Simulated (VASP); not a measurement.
## CdS (Hawleyite): single point with PBE

The system is CdS (Hawleyite).

```
CELL_PARAMETERS angstrom
0.00000 2.83656 2.83656
2.83656 0.00000 2.83656
2.83656 2.83656 0.00000
ATOMIC_POSITIONS crystal
Cd 0.00000 0.00000 0.00000
S 0.25000 0.25000 0.25000
```

| Property | Result |
| --- | --- |
| Program | VASP 6.6.1 |
| Task | single point |
| Functional | PBE |
| Potentials or basis | VASP PAW PBE potentials, release 64 (Cd, S) |
| Cutoff | 520 eV |
| k mesh | 6 × 6 × 6 |
| Occupations | gaussian, width 0.01 eV |
| Spin | no spin polarisation |
| Dipole correction | no |
| Further INCAR settings | ALGO = Normal; EDIFF = 1e-07; NBANDS = 16 |

```
Pressure               : 10.0 GPa
Band gap on the k mesh : 1.33 eV, direct
```

Levels at points of the mesh, in eV from the valence-band top:
| k point | band 5 | band 6 | band 7 | band 8 | band 9 | band 10 | band 11 | band 12 | band 13 | band 14 |
| --- | --- | --- | --- | --- | --- | --- | --- | --- | --- | --- |
| (0.00, 0.00, 0.00) | -7.48 | -7.48 | 0.00 | 0.00 | 0.00 | 1.33 | 6.51 | 6.51 | 6.51 | 11.59 |
| (0.50, 0.00, 0.00) | -7.43 | -7.02 | -4.95 | -0.88 | -0.88 | 3.13 | 6.99 | 6.99 | 7.72 | 11.36 |
| (0.50, 0.50, 0.00) | -7.37 | -6.95 | -4.34 | -2.19 | -2.19 | 3.40 | 4.42 | 9.61 | 11.28 | 11.28 |

It took 6.8 s on 1 thread of AMD EPYC 9R45 96-Core Processor (Zen 5) (shared host), peak memory 0.14 GiB.
